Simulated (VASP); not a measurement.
# Ti (Im-3m) in VASP: further runs

The runs below take Ti through single point, with PBEsol.

All numbers are computed with VASP 6.6.1; they aren't measurements. Logs are shortened: lines on timing, memory, paths and dates and some standing lists are left out, and cuts for length are marked.

## Step 1: The cell of the first run

It takes space group Im-3m (No. 229, cubic). The conventional cell has a = 3.392 Å, b = 3.392 Å, c = 3.392 Å, α = 90.00°, β = 90.00°, γ = 90.00°. Ti (site symmetry m-3m) has 14 Ti at 2.94 to 3.39 Å within 3.9 Å.

This isn't the form of Ti at room conditions, which is hcp.

## Step 2: Single point, PBEsol, collinear spin (19.52 Å³/atom)

The input, INCAR:

```
SYSTEM = Ti
  ALGO = Fast
  EDIFF = 1E-6
  ENCUT = 520
  GGA = PS
  ISIF = 2
  ISMEAR = 0
  ISPIN = 2
  LASPH = .True.
  LCHARG = .False.
  LMAXMIX = 4
  LORBIT = 11
  LREAL = .False.
  LWAVE = .False.
  MAGMOM = 1
  NBANDS = 16
  NELM = 150
  NUPDOWN = 1.0
  PREC = Accurate
  SIGMA = 0.15
```

The input, KPOINTS:

```
k-points
0
Gamma
  22 22 22
  0 0 0
```

The input, POSCAR:

```
Ti
1.0
   -1.6961562523      1.6961562523      1.6961562523
    1.6961562523     -1.6961562523      1.6961562523
    1.6961562523      1.6961562523     -1.6961562523
Ti
1
Direct
    0.0000000000      0.0000000000      0.0000000000
```

Potentials or basis: VASP PAW PBE potentials, release 64 (Ti_sv).

The run is started by

```sh
$ cat potpaw_PBE.64/Ti_sv/POTCAR > POTCAR
$ mpirun -np 1 vasp_std > vasp.out
```

OUTCAR:

```text
SYSTEM = Ti
   EDIFF = 1E-6
   ENCUT = 520
   GGA = PS
   ISIF = 2
   ISMEAR = 0
   ISPIN = 2
   LASPH = .True.
   LORBIT = 11
   LREAL = .False.
   NELM = 150
   NUPDOWN = 1.0
   PREC = Accurate

 ion  position               nearest neighbor table
   1  0.000  0.000  0.000-

  LATTYP: Found a body centered cubic cell.
 ALAT       =     3.3923125046

  Lattice vectors:

 A1 = (  -1.6961562523,   1.6961562523,   1.6961562523)
 A2 = (   1.6961562523,  -1.6961562523,   1.6961562523)
 A3 = (   1.6961562523,   1.6961562523,  -1.6961562523)

Analysis of symmetry for initial positions (statically):
=====================================================================
 Subroutine PRICEL returns:
 Original cell was already a primitive cell.

 Routine SETGRP: Setting up the symmetry group for a
 body centered cubic supercell.

 Subroutine GETGRP returns: Found 48 space group operations
 (whereof 48 operations were pure point group operations)
 out of a pool of 48 trial point group operations.

The static configuration has the point symmetry O_h .

Analysis of symmetry for dynamics (positions and initial velocities):
=====================================================================
 Subroutine PRICEL returns:
 Original cell was already a primitive cell.

 Routine SETGRP: Setting up the symmetry group for a
 body centered cubic supercell.

 Subroutine GETGRP returns: Found 48 space group operations
 (whereof 48 operations were pure point group operations)
 out of a pool of 48 trial point group operations.

The dynamic configuration has the point symmetry O_h .

Analysis of structural, dynamic, and magnetic symmetry:
=====================================================================
 Subroutine PRICEL returns:
 Original cell was already a primitive cell.

 Routine SETGRP: Setting up the symmetry group for a
 body centered cubic supercell.

 Subroutine GETGRP returns: Found 48 space group operations
 (whereof 48 operations were pure point group operations)
 out of a pool of 48 trial point group operations.

The overall configuration has the point symmetry O_h .

 Subroutine INISYM returns: Found 48 space group operations
 (whereof 48 operations are pure point group operations),
 and found     1 'primitive' translations

----------------------------------------------------------------------------------------

                                     Primitive cell

  volume of cell :      19.5190

  direct lattice vectors                    reciprocal lattice vectors
    -1.696156252  1.696156252  1.696156252     0.000000000  0.294784162  0.294784162
     1.696156252 -1.696156252  1.696156252     0.294784162  0.000000000  0.294784162
     1.696156252  1.696156252 -1.696156252     0.294784162  0.294784162  0.000000000

  length of vectors
     2.937828807  2.937828807  2.937828807     0.416887760  0.416887760  0.416887760

  position of ions in fractional coordinates (direct lattice)
     0.000000000  0.000000000  0.000000000

  ion indices of the primitive-cell ions
   primitive index   ion index
                 1           1

----------------------------------------------------------------------------------------

 KPOINTS: k-points

Automatic generation of k-mesh.
 Grid dimensions read from file:
 generate k-points for:   22   22   22

 Generating k-lattice:

  Cartesian coordinates                     Fractional coordinates (reciprocal lattice)
     0.000000000  0.013399280  0.013399280     0.045454545  0.000000000  0.000000000
     0.013399280  0.000000000  0.013399280     0.000000000  0.045454545  0.000000000
     0.013399280  0.013399280  0.000000000     0.000000000  0.000000000  0.045454545

  Length of vectors
     0.018949444  0.018949444  0.018949444

  Shift w.r.t. Gamma in fractional coordinates (k-lattice)
     0.000000000  0.000000000  0.000000000

 Subroutine IBZKPT returns following result:
 ===========================================

 Found    328 irreducible k-points:

 Following reciprocal coordinates:
            Coordinates               Weight
  0.000000  0.000000  0.000000      1.000000
  0.045455  0.000000  0.000000     12.000000
  0.090909  0.000000  0.000000     12.000000
  0.136364  0.000000  0.000000     12.000000
  0.181818  0.000000  0.000000     12.000000
  0.227273  0.000000  0.000000     12.000000
[... 16 lines left out ...]
  0.090909  0.090909  0.000000     24.000000
  0.136364  0.090909  0.000000     48.000000
 [... further k-points ...]
   k-points           NKPTS =    328   k-points in BZ     NKDIM =    328   number of bands    NBANDS=     16
   number of dos      NEDOS =    301   number of ions     NIONS =      1
   total plane-waves  NPLWV =  13824
   dimension x,y,z NGX =    24 NGY =   24 NGZ =   24
   dimension x,y,z NGXF=    48 NGYF=   48 NGZF=   48
   ions per type =               1
   NGX,Y,Z   is equivalent  to a cutoff of  13.58, 13.58, 13.58 a.u.
   NGXF,Y,Z  is equivalent  to a cutoff of  27.16, 27.16, 27.16 a.u.
 SYSTEM =  Ti
   PREC   = accura    normal or accurate (medium, high low for compatibility)
   ISTART =      0    job   : 0-new  1-cont  2-samecut
   ICHARG =      2    charge: 1-file 2-atom 10-const
   ISPIN  =      2    spin polarized calculation?
   LNONCOLLINEAR =      F non collinear calculations
   LSORBIT =      F    spin-orbit coupling
   LASPH  =      T    aspherical Exc in radial PAW
   ENCUT  =  520.0 eV  38.22 Ry    6.18 a.u.   5.46  5.46  5.46*2*pi/ulx,y,z
   NELM   =    150;   NELMIN=  2; NELMDL= -5     # of ELM steps
   EDIFF  = 0.1E-05   stopping-criterion for ELM
   LREAL  =      F    real-space projection
   EDIFFG = 0.1E-04   stopping-criterion for IOM
   NSW    =      0    number of steps for IOM
   IBRION =     -1    ionic relax: 0-MD 1-quasi-New 2-CG
   NFREE  =      0    steps in history (QN), initial steepest desc. (CG)
   ISIF   =      2    stress and relaxation
   ISYM   =      2    0-nonsym 1-usesym 2-fastsym
   POTIM  = 0.5000    time-step for ionic-motion
   TEBEG  =    0.0;   TEEND  =   0.0 temperature during run
   PSTRESS=    0.0 pullay stress
   NELECT =      12.0000    total number of electrons
   NUPDOWN=       1.0000    fix difference up-down
   EMIN   =  10.00;   EMAX   =-10.00  energy-range for DOS
   EFERMI =   0.00;   METHOD = LEGACY
   ISMEAR =     0;   SIGMA  =   0.15  broadening in eV -4-tet -1-fermi 0-gaus
   EFERMI_NEDOS =   21; number of points for ismear=-14 and -15
   IALGO  =     68    algorithm
   IMIX   =      4    mixing-type and parameters
     AMIX     =   0.40;   BMIX     =  1.00
     AMIX_MAG =   1.60;   BMIX_MAG =  1.00
  volume/ion in A,a.u.               =      19.52       131.72
  Fermi-wavevector in a.u.,A,eV,Ry     =   1.392033  2.630560 26.364752  1.937755
  Thomas-Fermi vector in A             =   2.515814
   LORBIT       =     11    0 simple, 1 ext, 2 COOP (PROOUT), +10 PAW based schemes
   GGA     = PS    functional components
   LHFCALC =     F    Hartree Fock is set to
   AEXX    =    0.0000 exact exchange contribution
   IVDW    =     0    specifies the selected vdW correction
   LEPSILON=     F    determine dielectric tensor
   LRPA    =     F    only Hartree local field effects (RPA)
 spin polarized calculation
 RMM-DIIS sequential band-by-band and
 Gauss-broadening in eV      SIGMA  =   0.15
  energy-cutoff  :      520.00
  volume of cell :       19.52
 maximum number of plane-waves:       543
 NGX is ok and might be reduce to    24
   NGX = 11   NGY = 11   NGZ = 11

 number of electron      11.9999996 magnetization       1.0000000

 Free energy of the ion-electron system (eV)
  ---------------------------------------------------
  ext. energy  EPLUGINS =         0.00000000
  ---------------------------------------------------
  free energy    TOTEN  =        -8.09664061 eV

  energy without entropy =       -8.06952357  energy(sigma->0) =       -8.08308209

 E-fermi :   6.8377     XC(G=0): -11.0651

 val. band max:        6.8595134631   @ k =   0.3636   0.0455   0.0455
 cond. band min:       6.8402849716   @ k =   0.4091   0.1364   0.0455
 fundamental gap:     -0.0192284915
 Fermi energy:         6.8596968428

 spin component 1

 k-point     1 :       0.0000    0.0000    0.0000
  band No.  band energies     occupation
      1     -49.9969      1.00000
      2     -26.0637      1.00000
      3     -26.0637      1.00000
      4     -26.0637      1.00000
      5       0.8099      1.00000
      6       7.3176      0.00001
[... 8 lines left out ...]
     15      28.4091      0.00000
     16      30.7974      0.00000
[... 419 lines left out ...]
 k-point    24 :       0.1364    0.0909    0.0000
  band No.  band energies     occupation
      1     -49.9687      1.00000
      2     -26.2242      1.00000
      3     -26.1062      1.00000
      4     -26.0758      1.00000
      5       1.9545      1.00000
      6       6.9261      0.26566
[... 8 lines left out ...]
     15      27.0651      0.00000
     16      28.5515      0.00000

 [... further k-points ...]

 spin component 2

 k-point     1 :       0.0000    0.0000    0.0000
  band No.  band energies     occupation
      1     -49.3826      1.00000
      2     -25.4457      1.00000
      3     -25.4457      1.00000
      4     -25.4457      1.00000
      5       1.4839      1.00000
      6       8.1226      0.00000
[... 8 lines left out ...]
     15      28.8581      0.00000
     16      31.4246      0.00000
[... 419 lines left out ...]
 k-point    24 :       0.1364    0.0909    0.0000
  band No.  band energies     occupation
      1     -49.3548      1.00000
      2     -25.6040      1.00000
      3     -25.4874      1.00000
      4     -25.4578      1.00000
      5       2.6276      1.00000
      6       7.7203      0.00000
[... 8 lines left out ...]
     15      27.6496      0.00000
     16      29.2882      0.00000

 [... further k-points ...]

------------------------ aborting loop because EDIFF is reached ----------------------------------------

  FORCE on cell =-STRESS in cart. coord.  units (eV):
  Direction    XX          YY          ZZ          XY          YZ          ZX
  --------------------------------------------------------------------------------------
  -------------------------------------------------------------------------------------
  Total       -1.5209939     -1.5209939     -1.5209939      0.0000000      0.0000000     -0.0000000
  in kB     -124.8476862   -124.8476862   -124.8476862      0.0000000      0.0000000     -0.0000000
  external PRESSURE =    -124.8476862 kB  Pullay stress =       0.0000000 kB

 VOLUME and BASIS-vectors are now :
 -----------------------------------------------------------------------------
  energy-cutoff  :      520.00
  volume of cell :       19.52
      direct lattice vectors                 reciprocal lattice vectors
    -1.696156252  1.696156252  1.696156252     0.000000000  0.294784162  0.294784162
     1.696156252 -1.696156252  1.696156252     0.294784162  0.000000000  0.294784162
     1.696156252  1.696156252 -1.696156252     0.294784162  0.294784162  0.000000000

 POSITION                                       TOTAL-FORCE (eV/Angst)
 -----------------------------------------------------------------------------------
      0.00000      0.00000      0.00000         0.000000      0.000000     -0.000000
 -----------------------------------------------------------------------------------
    total drift:                                0.000000      0.000000     -0.000000

  FREE ENERGIE OF THE ION-ELECTRON SYSTEM (eV)
  ---------------------------------------------------
  free  energy   TOTEN  =        -8.0966406104 eV

  energy  without entropy=       -8.0695235660  energy(sigma->0) =       -8.08308209

 total charge

# of ion       s       p       d       tot
------------------------------------------
    1        2.223   6.095   1.829  10.148

 magnetization (x)

# of ion       s       p       d       tot
------------------------------------------
    1        0.004   0.047   0.635   0.687
```

Run time: 5.8 min. Hardware: 1 thread of Intel Xeon 8259CL, shared host; peak memory 0.26 GiB.

What came out:

| Quantity | Value |
| --- | --- |
| Free energy | -8.0966 eV |
| Pressure | -12.5 GPa |
| Net moment | 1.00 μB per cell |
| Site moments | Ti +0.69 μB |
| Valence electrons inside the program's atomic spheres | Ti 10.15 |

Caveat: the cell stands under tension; the PAW data sets were made with another functional, which shifts forces and pressure a little; the total moment is fixed, so each spin has its own Fermi level and the state may be an excited one.

## Step 3: Single point, PBEsol, collinear spin (19.52 Å³/atom)

The input, INCAR:

```
ALGO = Fast ; EDIFF = 1E-6
ENCUT = 520 ; GGA = PS
ISIF = 2 ; ISMEAR = 0
ISPIN = 2 ; LASPH = True
LCHARG = False ; LMAXMIX = 4
LORBIT = 11 ; LREAL = False
LWAVE = False ; MAGMOM = 0.75
NBANDS = 16 ; NELM = 150
NUPDOWN = 0.75 ; PREC = Accurate
SIGMA = 0.15
```

The input, KPOINTS:

```
k-points
0
Gamma
  22 22 22
```

POSCAR is that of step 2.

Potentials or basis: VASP PAW PBE potentials, release 64 (Ti_sv).

The run is started by

```sh
$ cat potpaw_PBE.64/Ti_sv/POTCAR > POTCAR
$ mpirun -np 1 vasp_std > vasp.out
```

It took 5.7 min on 1 thread of Intel Xeon 8259CL, shared host; peak memory 0.26 GiB.

It converged, with:

| Item | Value |
| --- | --- |
| Free energy | -8.0980 eV |
| Pressure | -13.2 GPa |
| Net moment | 0.75 μB per cell |
| Site moments | Ti +0.52 μB |
| Valence electrons inside the program's atomic spheres | Ti 10.15 |

Caveat: the cell stands under tension; the PAW data sets were made with another functional, which shifts forces and pressure a little; the total moment is fixed, so each spin has its own Fermi level and the state may be an excited one.

## Step 4: Single point, PBEsol, collinear spin (19.52 Å³/atom)

The input, INCAR:

```
  PREC = Accurate
  ENCUT = 520
  EDIFF = 1E-6
  ISMEAR = 0
  SIGMA = 0.15
  LREAL = False
  LASPH = True
  NELM = 150
  ALGO = Normal
  ISIF = 2
  LWAVE = False
  LCHARG = True
  ISPIN = 2
  MAGMOM = 0.375
  LORBIT = 11
  NUPDOWN = 0.375
  LMAXMIX = 4
  GGA = PS
  LELF = True
  LVHAR = True
  NBANDS = 16
```

The input, KPOINTS:

```
regular mesh
0
Gamma
  22 22 22
```

POSCAR is that of step 3.

The run is started by

```sh
$ cat potpaw_PBE.64/Ti_sv/POTCAR > POTCAR
$ mpirun -np 1 vasp_std > vasp.out
```

Wall time 4 min (1 thread of Intel Xeon 8259CL, shared host); peak memory 0.26 GiB.

It converged, with:

```
Free energy                                           : -8.0985 eV
Pressure                                              : -13.8 GPa
Net moment                                            : 0.38 μB per cell
Site moments                                          : Ti +0.26 μB
Valence electrons inside the program's atomic spheres : Ti 10.14
```

Caveat: the cell stands under tension; the PAW data sets were made with another functional, which shifts forces and pressure a little; the total moment is fixed, so each spin has its own Fermi level and the state may be an excited one.

## Step 5: Single point, PBEsol, collinear spin (19.52 Å³/atom)

The input, INCAR:

```
SYSTEM = Ti
ALGO = Normal
EDIFF = 1E-6
ENCUT = 520
GGA = PS
ISIF = 2
ISMEAR = 0
ISPIN = 2
LASPH = .TRUE.
LCHARG = .FALSE.
LMAXMIX = 4
LORBIT = 11
LREAL = .FALSE.
LWAVE = .FALSE.
MAGMOM = 0.875
NBANDS = 16
NELM = 150
NUPDOWN = 0.875
PREC = Accurate
SIGMA = 0.15
```

The input, KPOINTS:

```
k-points
0
G
  22 22 22
  0 0 0
```

POSCAR is that of step 4.

The run is started by

```sh
$ cat potpaw_PBE.64/Ti_sv/POTCAR > POTCAR
$ mpirun -np 1 vasp_std > vasp.out
```

Run time: 3.9 min. Hardware: 1 thread of Intel Xeon 8259CL, shared host; peak memory 0.26 GiB.

It converged, with:

* Free energy: -8.0976 eV
* Pressure: -12.9 GPa
* Net moment: 0.88 μB per cell
* Site moments: Ti +0.60 μB
* Valence electrons inside the program's atomic spheres: Ti 10.15

Caveat: the cell stands under tension; the PAW data sets were made with another functional, which shifts forces and pressure a little; the total moment is fixed, so each spin has its own Fermi level and the state may be an excited one.

## Step 6: Overview

```csv
fixed moment (μB),pressure (GPa),moment (μB)
1.0,-12.5,1.00
0.75,-13.2,0.75
0.375,-13.8,0.38
0.875,-12.9,0.88
```

Alike in all rows: task single point; level PBEsol; potentials or basis VASP PAW PBE potentials, release 64 (Ti_sv); spin collinear; cell as given; k mesh 22 × 22 × 22; cutoff (eV) 520; smearing gaussian 0.15 eV.

Caveats: the cell stands under tension; the PAW data sets were made with another functional, which shifts forces and pressure a little; the total moment is fixed, so each spin has its own Fermi level and the state may be an excited one.

Total energies depend on the potentials used, so only differences within one code and one set of settings carry meaning.
